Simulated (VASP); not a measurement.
Input of a VASP 6.6.1 run:

The input INCAR:

```
SYSTEM = Ta2N
PREC = Accurate
ENCUT = 520
EDIFF = 1E-6
ISMEAR = 0
SIGMA = 0.1
LREAL = .False.
LASPH = .True.
NELM = 60
ALGO = Normal
ISIF = 2
LWAVE = .False.
LCHARG = .False.
GGA = CA
NBANDS = 20
```

The input KPOINTS:

```
Automatic mesh
0
Gamma
  15 15 10
  0 0 0
```

File POSCAR:

```
Ta2N
1.0
    2.9560895471     -0.0000000027      0.0000000000
   -1.4780447712      2.5600486450      0.0000000000
    0.0000000000      0.0000000000      4.6738557456
Ta N
2 1
Direct
    0.6666666667      0.3333333333      0.7416852982
    0.3333333333      0.6666666667      0.2583147018
    0.0000000000      0.0000000000      0.0000000000
```

Potentials or basis: VASP PAW LDA potentials, release 64 (Ta_pv, N).

Command:

```sh
$ cat potpaw_LDA.64/Ta_pv/POTCAR potpaw_LDA.64/N/POTCAR > POTCAR
$ mpirun -np 1 vasp_std > vasp.out
```

Problem. Estimate the pressure.

Solution. 37.0 GPa.

Problem. What does it give for the band gap on the k mesh?

Solution. Zero (an odd number of electrons rules out a gap without spin polarisation).

Problem. What does it give for the largest force?

Solution. 0.062 eV/Å.

Forces in eV/Å, atoms in the order of the input:
```
Ta   0.000  0.000 -0.062
Ta   0.000  0.000  0.062
N    0.000  0.000  0.000
```

Caveat: the cell stands under pressure; spin-orbit coupling is left out, which moves the levels of the heavy elements.
